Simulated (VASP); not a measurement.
A run of VASP 6.6.1 is set up as follows.

The input INCAR:

```
PREC     = Accurate       # precision mode
ENCUT    = 600            # plane-wave cutoff, eV
EDIFF    = 1E-7           # SCF threshold, eV
ISMEAR   = -1             # smearing method
SIGMA    = 0.05           # smearing width, eV
LREAL    = False          # projectors in reciprocal space
LASPH    = True           # aspherical terms in the spheres
NELM     = 100            # most SCF steps
ALGO     = Normal         # electronic algorithm
ISIF     = 3              # what is computed and relaxed
LWAVE    = False          # write WAVECAR
LCHARG   = False          # write CHGCAR
GGA      = PS             # functional
IBRION   = 2              # ionic algorithm
NSW      = 32             # ionic steps
EDIFFG   = -0.005         # ionic threshold
PSTRESS  = 230.0
```

File KPOINTS:

```
regular mesh
0
Gamma
  7 7 10
```

The input POSCAR:

```
Sn
1.0
    4.9344297802      0.0000000000      0.0000000000
   -2.4672148901      4.2733415428      0.0000000000
    0.0000000000      0.0000000000      2.9566206537
Sn
3
Direct
    0.0000000000      0.0000000000      0.0000000000
    0.3333333333      0.6666666667      0.5000000000
    0.6666666667      0.3333333333      0.5000000000
```

Potentials or basis: VASP PAW PBE potentials, release 64 (Sn_d).

Command:

```sh
$ cat potpaw_PBE.64/Sn_d/POTCAR > POTCAR
$ mpirun -np 1 vasp_std > vasp.out
```

**Question.** What does it give for the band gap on the k mesh?

**Answer.** Zero (band 21 reaches 13.91 eV, above the bottom of band 22 at 8.13 eV).

Final structure:
```
Sn
1.0
     4.93443    0.00000    0.00000
    -2.46721    4.27334    0.00000
     0.00000    0.00000    2.95662
Sn
3
Direct
  0.00000 0.00000 0.00000
  0.33333 0.66667 0.50000
  0.66667 0.33333 0.50000
```

Caveat: the relaxation stopped at its first step, so nothing moved; the cell is relaxed towards a set pressure, so the enthalpy falls and the energy may rise; spin-orbit coupling is left out, which moves the levels of the heavy elements.
